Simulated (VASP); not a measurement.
Crystal: Hf3H4.

```
Hf H
1.0
    -2.20926    3.02064    3.39787
     2.20926   -3.02064    3.39787
     2.20926    3.02064   -3.39787
Hf H
3 4
Direct
  0.33312 0.50000 0.83312
  0.66688 0.50000 0.16688
  0.00000 0.50000 0.50000
  0.44182 0.21975 0.22208
  0.55818 0.78025 0.77792
  0.00233 0.78025 0.22208
  0.99767 0.21975 0.77792
```

The cell was generated, and may not be a known phase.

| Item | Value |
| --- | --- |
| Program | VASP 6.6.1 |
| Task | relaxation of cell and atoms |
| Functional | PBE |
| Potentials or basis | VASP PAW PBE potentials, release 64 (Hf_pv, H) |
| Cutoff | 600 eV |
| k mesh | 5 × 5 × 5 |
| Occupations | gaussian, width 0.2 eV |
| Spin | no spin polarisation |

At the start: pressure 42.0 GPa; volume 12.96 Å³/atom.

Question: How do energy, volume and symmetry change on relaxing?

Answer: Over 21 steps the energy falls by 2416.0 meV/atom and the volume is 11.19 Å³/atom (-13.6 %); space group Immm (No. 71, to 0.1 Å) before and after.

The path:
```
step  energy change (eV)  largest force (eV/Å)  pressure (GPa)  volume (Å³)
   1              0.0000                0.9264           42.02        90.70
   2            -10.3654                0.9348          -15.68       131.03
   3            -10.8227                1.0357           -9.07       115.74
   4            -10.9095                1.0240          -11.92       120.37
   5            -10.9119                1.0280          -11.17       118.95
   6            -12.7561                1.9876           -9.39       102.79
   7            -11.1210                5.7545           68.24        60.64
   8            -13.8266                3.3672           -1.38        88.66
   9            -13.8859                4.8769           22.42        72.61
  10            -14.1711                4.2343            9.13        79.46
  11            -14.7515                3.8269           11.40        76.75
  12            -15.5037                2.3215           25.54        68.71
  13            -16.0870                1.6846           18.09        70.82
  14            -16.8338                0.5428            3.52        76.44
  15            -16.8897                0.3140            0.19        78.23
  16            -16.8940                0.2566           -0.92        78.89
  17            -16.8937                0.2861           -1.26        79.10
  18            -16.8997                0.2376           -0.96        78.93
  19            -16.9101                0.0886           -0.04        78.43
  20            -16.9109                0.0295            0.32        78.24
  21            -16.9121                0.0222            0.21        78.32
```

Final structure:
```cif
data_structure
_symmetry_space_group_name_H-M 'P 1'
_symmetry_Int_Tables_number 1
_cell_length_a 5.5413
_cell_length_b 5.5413
_cell_length_c 5.5413
_cell_angle_alpha 147.101
_cell_angle_beta 69.488
_cell_angle_gamma 120.715
_cell_volume 78.32
loop_
_atom_site_label
_atom_site_type_symbol
_atom_site_fract_x
_atom_site_fract_y
_atom_site_fract_z
_atom_site_occupancy
Hf1 Hf 0.33447 0.50000 0.83447 1
Hf2 Hf 0.66553 0.50000 0.16553 1
Hf3 Hf 0.00000 0.50000 0.50000 1
H1 H 0.40552 0.16219 0.24334 1
H2 H 0.59448 0.83781 0.75666 1
H3 H 0.08115 0.83781 0.24334 1
H4 H 0.91885 0.16219 0.75666 1
```
